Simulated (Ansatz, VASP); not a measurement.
Two plane-wave programs on Zr

File POSCAR:

```
Zr
1.0
    3.2445832200      0.0000000000      0.0000000000
   -1.6222916100      2.8098914932      0.0000000000
    0.0000000000      0.0000000000      5.1573641137
Zr
2
Direct
    0.3333333333      0.6666666667      0.2500000000
    0.6666666667      0.3333333333      0.7500000000
```

File INCAR.step1:

```
SYSTEM = Zr
PREC = Accurate ; ENCUT = 520
ISMEAR = -1 ; SIGMA = 0.1
LREAL = .FALSE. ; LASPH = .TRUE.
NELM = 100 ; NBANDS = 19
GGA = PE ; ALGO = Normal
EDIFF = 1E-4 ; LWAVE = .TRUE.
LCHARG = .FALSE.
```

Contents of INCAR.step2:

```
SYSTEM = Zr
PREC = Accurate ; ENCUT = 520
EDIFF = 1E-6 ; ISMEAR = -1
SIGMA = 0.1 ; LREAL = .FALSE.
LASPH = .TRUE. ; NELM = 100
ALGO = Normal ; ISIF = 2
LWAVE = .FALSE. ; LCHARG = .FALSE.
METAGGA = R2SCAN ; LMIXTAU = .TRUE.
NBANDS = 19 ; ISTART = 1
```

File KPOINTS:

```
Automatic mesh
0
G
  2 2 1
  0 0 0
```

Input for Ansatz:

```yaml
crystal:
  lattice:
    - [3.24458322, 0.0, 0.0]
    - [-1.62229161, 2.8098914932, 0.0]
    - [0.0, 0.0, 5.1573641137]
  atoms:
    - { symbol: Zr, position: [0.3333333333, 0.6666666667, 0.25] }
    - { symbol: Zr, position: [0.6666666667, 0.3333333333, 0.75] }
hamiltonian:
  xc: r2scan
  pseudopotentials:
    kind: paw
    azcp:
      Zr: "pseudopotentials/Zr.paw.azcp"
basis:
  ecutwfc: 500
  fft_grid_basis: typed
kpoints:
  mp_grid: { grid: [2, 2, 1], shift: [0, 0, 0] }
magnetization:
  spin_polarized: false
scf:
  occupations: { method: fermi_dirac, width: 0.1 }
  lower_state_search: "off"
output:
  stress: true
```

Alike in both runs: task single point; functional r2SCAN; k mesh 2 × 2 × 1; occupations fermi-dirac, width 0.1 eV; no spin polarisation.

|  | VASP | Ansatz |
| --- | --- | --- |
| version | VASP 6.6.1 | Ansatz 0.2.0 |
| potentials or method | VASP PAW PBE potentials, release 64 (Zr_sv), cutoff 520 eV | plane waves (500 eV) with PAW, scalar-relativistic |
| valence electrons in the cell | 24 | 24 |

```csv
,VASP,Ansatz,Ansatz less VASP
pressure (GPa),-3.6,-3.6,+0.01
"traceless stress, the component that is largest in VASP (GPa)",-22.22,-22.45,-0.231
```

VASP's potentials were made for PBE, not for r2SCAN. The functional is the same, so the differences come from potentials, cutoffs and numerics.

The k mesh is coarse, so the values compare programs but aren't converged.
